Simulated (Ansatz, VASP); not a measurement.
Two plane-wave programs on TiO2

The input INCAR:

```
SYSTEM = TiO2
PREC = Accurate ; ENCUT = 520
EDIFF = 1E-8 ; ISMEAR = -1
SIGMA = 0.05 ; LREAL = .False.
LASPH = .True. ; NELM = 80
ALGO = Normal ; ISIF = 2
LWAVE = .False. ; LCHARG = .False.
GGA = PE ; LEFG = .True.
NBANDS = 33
```

The input KPOINTS:

```
Automatic mesh
0
Gamma
  7 7 10
  0 0 0
```

The input POSCAR:

```
TiO2
1.0
    4.5940000000      0.0000000000      0.0000000000
    0.0000000000      4.5940000000      0.0000000000
    0.0000000000      0.0000000000      2.8702300000
Ti O
2 4
Direct
    0.0000000000      0.0000000000      0.0000000000
    0.5000000000      0.5000000000      0.5000000000
    0.3060000000      0.3060000000      0.0000000000
    0.1940000000      0.8060000000      0.5000000000
    0.6940000000      0.6940000000      0.0000000000
    0.8060000000      0.1940000000      0.5000000000
```

Input for Ansatz:

```yaml
crystal:
  lattice:
    - [4.594, 0.0, 0.0]
    - [0.0, 4.594, 0.0]
    - [0.0, 0.0, 2.87023]
  atoms:
    - { symbol: Ti, position: [0.0, 0.0, 0.0] }
    - { symbol: Ti, position: [0.5, 0.5, 0.5] }
    - { symbol: O, position: [0.306, 0.306, 0.0] }
    - { symbol: O, position: [0.194, 0.806, 0.5] }
    - { symbol: O, position: [0.694, 0.694, 0.0] }
    - { symbol: O, position: [0.806, 0.194, 0.5] }
kpoints:
  mp_grid: { grid: [7, 7, 10] }
scf:
  occupations: { method: fermi_dirac, width: 0.05 }
hamiltonian:
  xc: pbe
  pseudopotentials: { kind: paw }
output:
  forces: true
  stress: true
  eigenvalues: true
  efg: { contact_densities: true }
```

Change from the starting cell: zz strain of -3 %, PAW files.

Alike in both runs: task electric field gradients; functional PBE; k mesh 7 × 7 × 10; occupations fermi-dirac, width 0.05 eV; no spin polarisation.

|  | VASP | Ansatz |
| --- | --- | --- |
| version | VASP 6.6.1 | Ansatz 0.2.0 |
| potentials or method | VASP PAW PBE potentials, release 64 (Ti_sv, O) | PAW with Ansatz's default frozen-core files, scalar-relativistic |
| plane-wave cutoff (eV) | 520 | 420 |
| valence electrons in the cell | 48 | 48 |

|  | VASP | Ansatz | Ansatz less VASP |
| --- | --- | --- | --- |
| gap on the k mesh at the Fermi level (eV) | 2.05 | 2.08 | +0.026 |
| pressure (GPa) | 16.0 | 15.2 | -0.73 |
| traceless stress, the component that is largest in VASP (GPa) | 7.41 | 7.13 | -0.276 |
| rms of the force components (eV/Å) | 0.249 | 0.229 | -0.0196 |
| size of Vzz on the site where it differs most (V/Å²) | 23.1 | 24.3 | +1.21 |

Atom by atom the forces differ by 0.020 eV/Å (rms over components).
